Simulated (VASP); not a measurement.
A run of VASP 6.6.1:

INCAR

```
SYSTEM = SnSe
PREC     = Accurate       ! precision mode
ENCUT    = 500            ! plane-wave cutoff, eV
EDIFF    = 1E-6           ! SCF threshold, eV
ISMEAR   = -1             ! smearing method
SIGMA    = 0.02           ! smearing width, eV
LREAL    = .FALSE.        ! projectors in reciprocal space
LASPH    = .TRUE.         ! aspherical terms in the spheres
NELM     = 200            ! most SCF steps
ALGO     = Normal         ! electronic algorithm
ISIF     = 2              ! what is computed and relaxed
LWAVE    = .FALSE.        ! write WAVECAR
LCHARG   = .FALSE.        ! write CHGCAR
MAGMOM   = 0 0 0 0 0 0    ! initial moments
LORBIT   = 11             ! projections on sites
LSORBIT  = .TRUE.         ! spin-orbit coupling
GGA_COMPAT= .FALSE.      
LORBMOM  = .TRUE.       
GGA      = PE             ! functional
NBANDS   = 32             ! bands
```

File KPOINTS:

```
regular mesh
0
G
  4 4 4
  0 0 0
```

The input POSCAR:

```
SnSe
1.0
    0.0000000000      2.9848894956      2.9848894956
    2.9848894956      0.0000000000      2.9848894956
    2.9848894956      2.9848894956      0.0000000000
Sn Se
1 1
Direct
    0.0000000000      0.0000000000      0.0000000000
    0.5000000000      0.5000000000      0.5000000000
```

Potentials or basis: VASP PAW PBE potentials, release 64 (Sn_d, Se).

Command:

```bash
$ cat potpaw_PBE.64/Sn_d/POTCAR potpaw_PBE.64/Se/POTCAR > POTCAR
$ mpirun -np 1 vasp_ncl > vasp.out
```

Hardware: 1 thread of Intel Xeon 8259CL (shared host).

Estimate the wall time of this run.

Run time: 71 s on 1 thread of Intel Xeon 8259CL (shared host), peak memory 0.3 GiB. Counts: scf iterations 12, k points 8.
